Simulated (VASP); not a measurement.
Here is a VASP 6.6.1 calculation.

File INCAR:

```
PREC     = Accurate       # precision mode
ENCUT    = 520            # plane-wave cutoff, eV
EDIFF    = 1E-6           # SCF threshold, eV
ISMEAR   = 0              # smearing method
SIGMA    = 0.15           # smearing width, eV
LREAL    = False          # projectors in reciprocal space
LASPH    = True           # aspherical terms in the spheres
NELM     = 100            # most SCF steps
ALGO     = Fast           # electronic algorithm
ISIF     = 2              # what is computed and relaxed
LWAVE    = False          # write WAVECAR
LCHARG   = False          # write CHGCAR
GGA      = PS             # functional
NBANDS   = 12             # bands
```

File KPOINTS:

```
regular mesh
0
Gamma
  28 28 28
```

File POSCAR:

```
Cu
1.0
    0.0000000000      1.7816860088      1.8707703092
    1.7816860088      0.0000000000      1.8707703092
    1.7816860088      1.7816860088      0.0000000000
Cu
1
Direct
    0.0000000000      0.0000000000      0.0000000000
```

Potentials or basis: VASP PAW PBE potentials, release 64 (Cu).

The run is started by

```bash
$ cat potpaw_PBE.64/Cu/POTCAR > POTCAR
$ mpirun -np 1 vasp_std > vasp.out
```

Q: What does it give for the pressure?

A: -6.6 GPa.

Stress tensor (GPa, compression positive):
```
-5.45  0.00  0.00
 0.00 -5.45  0.00
 0.00  0.00 -8.76
```

Caveat: the cell differs from its parent crystal (strain +0.000 along x and y, +0.050 along z); the PAW data sets were made with another functional, which shifts forces and pressure a little.
